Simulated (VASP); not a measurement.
Wanted: the native input for a VASP 6.6.1 run.

```
Task                               : single point
Functional                         : PBE0
Potentials or basis                : VASP PAW PBE potentials, release 64 (C, Sr_sv)
Cutoff                             : 520 eV
k mesh                             : 4 × 4 × 4
Occupations                        : fermi-dirac, width 0.02 eV
Spin                               : no spin polarisation
Dipole correction                  : no
Grid for exact exchange (PRECFOCK) : Normal
Further INCAR settings             : ALGO = Normal; EDIFF = 1e-07; NBANDS = 19
Share of exact exchange            : 0.25
```

The system is Sr2C.

```
C Sr
1.0
     0.00000    3.36014    3.36014
     3.36014    0.00000    3.36014
     3.36014    3.36014    0.00000
C Sr
1 2
Direct
  0.00000 0.00000 0.00000
  0.25000 0.25000 0.25000
  0.75000 0.75000 0.75000
```

The input as run:

POSCAR

```
Sr2C
1.0
    0.0000000000      3.3601424502      3.3601424502
    3.3601424502      0.0000000000      3.3601424502
    3.3601424502      3.3601424502      0.0000000000
C Sr
1 2
Direct
    0.0000000000      0.0000000000      0.0000000000
    0.2500000000      0.2500000000      0.2500000000
    0.7500000000      0.7500000000      0.7500000000
```

INCAR.step1

```
  PREC = Accurate
  ENCUT = 520
  EDIFF = 1E-5
  ISMEAR = -1
  SIGMA = 0.02
  LREAL = F
  LASPH = T
  NELM = 80
  ALGO = Normal
  ISIF = 2
  LWAVE = T
  GGA = PE
  NBANDS = 19
```

INCAR.step2

```
  PREC = Accurate
  ENCUT = 520
  EDIFF = 1E-7
  ISMEAR = -1
  SIGMA = 0.02
  LREAL = F
  LASPH = T
  NELM = 80
  ALGO = Normal
  ISIF = 2
  LWAVE = F
  LCHARG = T
  GGA = PE
  LHFCALC = T
  AEXX = 0.25
  PRECFOCK = Normal
  LELF = T
  LVHAR = T
  ISTART = 1
  NBANDS = 19
```

KPOINTS

```
regular mesh
0
Gamma
  4 4 4
```

Potentials or basis: VASP PAW PBE potentials, release 64 (C, Sr_sv).

Launch:

```bash
$ cat potpaw_PBE.64/C/POTCAR potpaw_PBE.64/Sr_sv/POTCAR > POTCAR
$ cp INCAR.step1 INCAR
$ mpirun -np 1 vasp_std > vasp.out
$ cp INCAR.step2 INCAR
$ mpirun -np 1 vasp_std > vasp.out
```

Results of the run:

The pressure is 0.4 GPa. The band gap on the k mesh is 1.01 eV (least direct gap 1.08 eV).

Caveat: the PAW data sets were made with another functional, which shifts forces and pressure a little.

Run time: 33 min on 1 thread of AMD EPYC 7R43 64-Core Processor (Zen 3) (shared host), peak memory 0.18 GiB.
